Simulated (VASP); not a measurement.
# Al5P2 (P6/mmm) in VASP: further runs, part 2 of 2

VASP 6.6.1. Earlier steps stand in the parts before.

**3. Relaxation of cell and atoms, PBE**

This run uses another cell than the first one, of 18.07 Å³/atom.

The input, INCAR:

```
ALGO = Normal
EDIFF = 1E-7
EDIFFG = -0.08
ENCUT = 500
GGA = PE
GGA_COMPAT = False
IBRION = 2
ISIF = 3
ISMEAR = 0
LASPH = True
LCHARG = False
LREAL = False
LWAVE = False
NELM = 120
NELMIN = 4
NSW = 36
PREC = Accurate
SIGMA = 0.2
```

The input, KPOINTS:

```
k-points
0
Gamma
  4 4 3
```

The input, POSCAR:

```
Al5P2
1.0
    5.1024775900      0.0000000000      0.0000000000
   -2.5512388000      4.4188752200      0.0000000000
    0.0000000000      0.0000000000      5.6101936500
Al P
5 2
Direct
    0.0000000000      0.0000000000      0.0000000000
    0.3333333300      0.6666666700      0.8348650300
    0.3333333300      0.6666666700      0.1651349700
    0.6666666700      0.3333333300      0.1651349700
    0.6666666700      0.3333333300      0.8348650300
    0.0000000000      0.0000000000      0.3154415400
    0.0000000000      0.0000000000      0.6845584600
```

Potentials or basis: VASP PAW PBE potentials, release 64 (Al, P).

On the command line:

```console
$ cat potpaw_PBE.64/Al/POTCAR potpaw_PBE.64/P/POTCAR > POTCAR
$ mpirun -np 1 vasp_std > vasp.out
```

OUTCAR:

```text
EDIFF = 1E-7
   EDIFFG = -0.08
   ENCUT = 500
   GGA = PE
   IBRION = 2
   ISIF = 3
   ISMEAR = 0
   LASPH = True
   LREAL = False
   NELM = 120
   NELMIN = 4
   NSW = 36
   PREC = Accurate

 ion  position               nearest neighbor table
   1  0.000  0.000  0.000-   6 1.77   7 1.77   4 3.09   5 3.09   2 3.09   3 3.09   4 3.09   5 3.09
                             2 3.09   3 3.09   4 3.09   5 3.09   2 3.09   3 3.09
   2  0.333  0.667  0.835-   3 1.85   5 2.95   5 2.95   5 2.95   7 3.06   7 3.06   7 3.06   1 3.09
                             1 3.09   1 3.09
   3  0.333  0.667  0.165-   2 1.85   4 2.95   4 2.95   4 2.95   6 3.06   6 3.06   6 3.06   1 3.09
                             1 3.09   1 3.09
   4  0.667  0.333  0.165-   5 1.85   3 2.95   3 2.95   3 2.95   6 3.06   6 3.06   6 3.06   1 3.09
                             1 3.09   1 3.09
   5  0.667  0.333  0.835-   4 1.85   2 2.95   2 2.95   2 2.95   7 3.06   7 3.06   7 3.06   1 3.09
                             1 3.09   1 3.09
   6  0.000  0.000  0.315-   1 1.77   7 2.07   4 3.06   3 3.06   4 3.06   3 3.06   4 3.06   3 3.06

   7  0.000  0.000  0.685-   1 1.77   6 2.07   5 3.06   2 3.06   5 3.06   2 3.06   5 3.06   2 3.06

  LATTYP: Found a hexagonal cell.
 ALAT       =     5.1024775900
 C/A-ratio  =     1.0995038295

  Lattice vectors:

 A1 = (   5.1024775900,   0.0000000000,   0.0000000000)
 A2 = (  -2.5512388000,   4.4188752200,   0.0000000000)
 A3 = (   0.0000000000,   0.0000000000,   5.6101936500)

Analysis of symmetry for initial positions (statically):
=====================================================================
 Subroutine PRICEL returns:
 Original cell was already a primitive cell.

 Routine SETGRP: Setting up the symmetry group for a
 hexagonal supercell.

 Subroutine GETGRP returns: Found 24 space group operations
 (whereof 24 operations were pure point group operations)
 out of a pool of 24 trial point group operations.

The static configuration has the point symmetry D_6h.

Analysis of symmetry for dynamics (positions and initial velocities):
=====================================================================
 Subroutine PRICEL returns:
 Original cell was already a primitive cell.

 Routine SETGRP: Setting up the symmetry group for a
 hexagonal supercell.

 Subroutine GETGRP returns: Found 24 space group operations
 (whereof 24 operations were pure point group operations)
 out of a pool of 24 trial point group operations.

The dynamic configuration has the point symmetry D_6h.

 Subroutine INISYM returns: Found 24 space group operations
 (whereof 24 operations are pure point group operations),
 and found     1 'primitive' translations

----------------------------------------------------------------------------------------

                                     Primitive cell

  volume of cell :     126.4942

  direct lattice vectors                    reciprocal lattice vectors
     5.102477590  0.000000000  0.000000000     0.195983222  0.113150966  0.000000000
    -2.551238800  4.418875220  0.000000000     0.000000000  0.226301932  0.000000000
     0.000000000  0.000000000  5.610193650     0.000000000  0.000000000  0.178246967

  length of vectors
     5.102477590  5.102477597  5.610193650     0.226301932  0.226301932  0.178246967

  position of ions in fractional coordinates (direct lattice)
     0.000000000  0.000000000  0.000000000
     0.333333330  0.666666670  0.834865030
     0.333333330  0.666666670  0.165134970
     0.666666670  0.333333330  0.165134970
     0.666666670  0.333333330  0.834865030
     0.000000000  0.000000000  0.315441540
     0.000000000  0.000000000  0.684558460

  ion indices of the primitive-cell ions
   primitive index   ion index
                 1           1
                 2           2
                 3           3
[... 58 lines left out ...]
   NELM   =    120;   NELMIN=  4; NELMDL= -5     # of ELM steps
   EDIFF  = 0.1E-06   stopping-criterion for ELM
   LREAL  =      F    real-space projection
   EDIFFG = -.8E-01   stopping-criterion for IOM
   NSW    =     36    number of steps for IOM
   IBRION =      2    ionic relax: 0-MD 1-quasi-New 2-CG
   NFREE  =      1    steps in history (QN), initial steepest desc. (CG)
   ISIF   =      3    stress and relaxation
   ISYM   =      2    0-nonsym 1-usesym 2-fastsym
   POTIM  = 0.5000    time-step for ionic-motion
   TEBEG  =    0.0;   TEEND  =   0.0 temperature during run
   PSTRESS=    0.0 pullay stress
   NELECT =      25.0000    total number of electrons
   NUPDOWN=      -1.0000    fix difference up-down
   EMIN   =  10.00;   EMAX   =-10.00  energy-range for DOS
   EFERMI =   0.00;   METHOD = LEGACY
   ISMEAR =     0;   SIGMA  =   0.20  broadening in eV -4-tet -1-fermi 0-gaus
   EFERMI_NEDOS =   21; number of points for ismear=-14 and -15
   IALGO  =     38    algorithm
   IMIX   =      4    mixing-type and parameters
     AMIX     =   0.40;   BMIX     =  1.00
     AMIX_MAG =   1.60;   BMIX_MAG =  1.00
  volume/ion in A,a.u.               =      18.07       121.95
  Fermi-wavevector in a.u.,A,eV,Ry     =   0.953596  1.802036 12.372405  0.909346
  Thomas-Fermi vector in A             =   2.082266
   LORBIT       =      0    0 simple, 1 ext, 2 COOP (PROOUT), +10 PAW based schemes
   GGA     = PE    functional components
   LHFCALC =     F    Hartree Fock is set to
   AEXX    =    0.0000 exact exchange contribution
   IVDW    =     0    specifies the selected vdW correction
   LEPSILON=     F    determine dielectric tensor
   LRPA    =     F    only Hartree local field effects (RPA)
 conjugate gradient relaxation of ions
 non-spin polarized calculation
 Gauss-broadening in eV      SIGMA  =   0.20
  energy-cutoff  :      500.00
  volume of cell :      126.49
 maximum number of plane-waves:      3230
 NGX is ok and might be reduce to    40
   NGX = 19   NGY = 19   NGZ = 21

--------------------------------------- Ionic step        1  -------------------------------------------

 number of electron      25.0000000 magnetization

 Free energy of the ion-electron system (eV)
  ---------------------------------------------------
  ext. energy  EPLUGINS =         0.00000000
  ---------------------------------------------------
  free energy    TOTEN  =       -13.26521920 eV

  energy without entropy =      -13.18390721  energy(sigma->0) =      -13.22456321

------------------------ aborting loop because EDIFF is reached ----------------------------------------

  FORCE on cell =-STRESS in cart. coord.  units (eV):
  Direction    XX          YY          ZZ          XY          YZ          ZX
  --------------------------------------------------------------------------------------
  -------------------------------------------------------------------------------------
  Total       -2.9647382     -2.9647382    102.6319764      0.0000000      0.0000000     -0.0000000
  in kB      -37.5514082    -37.5514083   1299.9378176      0.0000000      0.0000000     -0.0000000
  external PRESSURE =     408.2783337 kB  Pullay stress =       0.0000000 kB
[... 104 lines left out ...]
  FREE ENERGIE OF THE ION-ELECTRON SYSTEM (eV)
  ---------------------------------------------------
  free  energy   TOTEN  =       -15.5086234819 eV

  energy  without entropy=      -15.3899250162  energy(sigma->0) =      -15.44927425

 E-fermi :   3.6078     XC(G=0):  -8.2818

 val. band max:        3.5608442188   @ k =   0.0000   0.0000   0.0000
 cond. band min:       3.6510374324   @ k =   0.2500   0.2500   0.0000
 fundamental gap:      0.0901932136
 Fermi energy:         3.6077712823

 k-point     1 :       0.0000    0.0000    0.0000
  band No.  band energies     occupation
      1      -9.3573      2.00000
      2      -6.1639      2.00000
      3      -3.7036      2.00000
      4      -0.8350      2.00000
      5      -0.7493      2.00000
      6       0.1759      2.00000
[... 129 lines left out ...]
      3      -3.1643      2.00000
      4      -2.1815      2.00000
      5      -1.8849      2.00000
      6      -1.2052      2.00000
[... 8 lines left out ...]
     15       4.5076      0.00000
     16       4.5598      0.00000

[... ionic steps 4 to 24 ...]

--------------------------------------- Ionic step       25  -------------------------------------------

 number of electron      25.0000004 magnetization

------------------------ aborting loop because EDIFF is reached ----------------------------------------
[... 77 lines left out ...]
--------------------------------------- Ionic step       27  -------------------------------------------

 number of electron      24.9999999 magnetization

 Free energy of the ion-electron system (eV)
  ---------------------------------------------------
  ext. energy  EPLUGINS =         0.00000000
  ---------------------------------------------------
  free energy    TOTEN  =       -27.48101253 eV

  energy without entropy =      -27.44191697  energy(sigma->0) =      -27.46146475

 E-fermi :   6.3331     XC(G=0):  -9.5865

 val. band max:        6.2646117303   @ k =   0.0000   0.0000   0.3333
 cond. band min:       6.3928670632   @ k =   0.0000   0.0000   0.0000
 fundamental gap:      0.1282553329
 Fermi energy:         6.3330948096

 k-point     1 :       0.0000    0.0000    0.0000
  band No.  band energies     occupation
      1      -6.5271      2.00000
      2      -4.3757      2.00000
      3      -3.0089      2.00000
      4       2.0863      2.00000
      5       2.1788      2.00000
      6       3.2802      2.00000
[... 175 lines left out ...]
  FREE ENERGIE OF THE ION-ELECTRON SYSTEM (eV)
  ---------------------------------------------------
  free  energy   TOTEN  =       -27.4810125311 eV

  energy  without entropy=      -27.4419169688  energy(sigma->0) =      -27.46146475

 reached required accuracy - stopping structural energy minimisation
```

Wall time 15 min (1 thread of Intel Xeon 8259CL, shared host); peak memory 0.25 GiB.

What came out:

```yaml
Free_energy: -27.4810 eV
Relaxed_volume: 19.15 Å³/atom
Relaxed_cell: a = 4.388 Å, b = 4.388 Å, c = 8.041 Å, α = 90.00°, β = 90.00°, γ = 120.00°
Space_group_after_relaxing_to_0.1_Å: P6/mmm (No. 191)
Pressure_after_relaxing: 0.0 GPa
Largest_force_after_relaxing: 0.024 eV/Å
Band_gap_on_the_k_mesh: zero (an odd number of electrons rules out a gap without spin polarisation)
```

Forces on the atoms (eV/Å):
```
Al   0.000  0.000  0.000
Al   0.000  0.000 -0.024
Al   0.000  0.000  0.024
Al   0.000  0.000  0.024
Al   0.000  0.000 -0.024
P    0.000  0.000 -0.014
P    0.000  0.000  0.014
```

Final structure:
```xyz
7
Lattice="4.3879 0.0000 0.0000 -2.1939 3.8000 0.0000 0.0000 0.0000 8.0406" Properties=species:S:1:pos:R:3 pbc="T T T"
Al    0.0000    0.0000    0.0000
Al    0.0000    2.5333    6.4282
Al    0.0000    2.5333    1.6124
Al    2.1939    1.2667    1.6124
Al    2.1939    1.2667    6.4282
P     0.0000    0.0000    2.9434
P     0.0000    0.0000    5.0972
```

Caveat: the k points lie up to 0.41 Å⁻¹ apart in the final cell, too coarse for converged energies and pressures of a metal; a cell axis changed by over 15 % at a fixed basis, so the end point is rough.

**4. Relaxation of cell and atoms, PBE**

This run uses another cell than the first one, of 16.09 Å³/atom.

The input, INCAR:

```
PREC = Accurate
ENCUT = 500
EDIFF = 1E-7
ISMEAR = 0
SIGMA = 0.2
LREAL = False
LASPH = True
NELM = 120
ALGO = Normal
ISIF = 3
LWAVE = False
LCHARG = False
GGA = PE
IBRION = 2
NSW = 36
EDIFFG = -0.08
GGA_COMPAT = False
NELMIN = 4
```

The input, KPOINTS:

```
Automatic mesh
0
Gamma
  3 3 4
```

The input, POSCAR:

```
Al5P2
1.0
    5.7678902100      0.0000000000      0.0000000000
   -2.8839451000      4.9951394500      0.0000000000
    0.0000000000      0.0000000000      3.9098834200
Al P
5 2
Direct
    0.3333333300      0.6666666700      0.0000000000
    0.6666666700      0.3333333300      0.0000000000
    0.5000000000      0.0000000000      0.5000000000
    0.0000000000      0.5000000000      0.5000000000
    0.5000000000      0.5000000000      0.5000000000
    0.3333333300      0.6666666700      0.5000000000
    0.6666666700      0.3333333300      0.5000000000
```

On the command line:

```console
$ cat potpaw_PBE.64/Al/POTCAR potpaw_PBE.64/P/POTCAR > POTCAR
$ mpirun -np 1 vasp_std > vasp.out
```

Wall time 5.8 min (1 thread of Intel Xeon 8259CL, shared host); peak memory 0.22 GiB.

It converged, with:

| Item | Value |
| --- | --- |
| Free energy | -22.5327 eV |
| Relaxed volume | 42.78 Å³/atom |
| Relaxed cell | a = 8.258 Å, b = 8.258 Å, c = 5.072 Å, α = 90.00°, β = 90.00°, γ = 120.00° |
| Space group after relaxing (to 0.1 Å) | P6/mmm (No. 191) |
| Energy gained by relaxing | 5137.3 meV/atom |
| Ionic steps | 10 |
| Pressure after relaxing | 0.1 GPa |
| Band gap on the k mesh | zero (an odd number of electrons rules out a gap without spin polarisation) |

Stress tensor (GPa, compression positive):
```
0.05 0.00 0.00
0.00 0.05 0.00
0.00 0.00 0.16
```

Step by step:
```tsv
step	energy change (eV)	largest force (eV/Å)	pressure (GPa)	volume (Å³)
1	0.0000	0.0000	140.25	112.65
2	-32.8489	0.0000	-2.60	524.29
3	-35.7556	0.0000	1.92	268.72
4	-35.7135	0.0000	-1.32	329.00
5	-35.8936	0.0000	-0.10	297.96
6	-35.8960	0.0000	0.17	293.07
7	-35.9135	0.0000	0.19	294.46
8	-35.9570	0.0000	0.14	298.46
9	-35.8377	0.0000	-0.37	305.80
10	-35.9613	0.0000	0.08	299.49
```

Final structure:
```xyz
7
Lattice="8.2576 0.0000 0.0000 -4.1288 7.1513 0.0000 0.0000 0.0000 5.0717" Properties=species:S:1:pos:R:3 pbc="T T T"
Al    0.0000    4.7675    0.0000
Al    4.1288    2.3838    0.0000
Al    4.1288    0.0000    2.5358
Al   -2.0644    3.5756    2.5358
Al    2.0644    3.5756    2.5358
P     0.0000    4.7675    2.5358
P     4.1288    2.3838    2.5358
```

Levels at points of the mesh, in eV from the Fermi level:
```tsv
k point	band 11	band 12	band 13	band 14	band 15	band 16
(0.00, 0.00, 0.00)	-1.70	0.52	0.52	1.07	1.07	1.19
(0.00, 0.00, 0.50)	-1.21	0.91	0.91	0.98	0.98	1.20
```

Caveat: the k points lie up to 0.31 Å⁻¹ apart in the final cell, too coarse for converged energies and pressures of a metal; the volume moved by over 15 % at a fixed basis, so the end points are rough.

**5. The runs side by side**

```tsv
task	cell	k mesh	gap on the mesh (eV)	pressure (GPa)	relaxed volume (Å³/atom)
single point	a = 8.176, b = 8.176, c = 5.070 Å, angles 90.0, 90.0, 120.0°, 7 atoms, atomic positions A	3 × 3 × 4	none	0.5	-
relaxation of cell and atoms	relaxed from a = 5.102, b = 5.102, c = 5.610 Å, angles 90.0, 90.0, 120.0°, 7 atoms, atomic positions B	4 × 4 × 3	none	0.0	19.15
relaxation of cell and atoms	relaxed from a = 5.768, b = 5.768, c = 3.910 Å, angles 90.0, 90.0, 120.0°, 7 atoms, atomic positions A	3 × 3 × 4	none	0.1	42.78
```

Alike in all rows: level PBE; potentials or basis VASP PAW PBE potentials, release 64 (Al, P); no spin polarisation; cutoff (eV) 500; smearing gaussian 0.2 eV.

Caveats: some runs use coarse meshes; a cell axis changed by over 15 % at a fixed basis, so the end point is rough (at least some runs); the volume moved by over 15 % at a fixed basis, so the end points are rough (at least some runs).

Absolute energies hang on the potentials; compare differences alone.
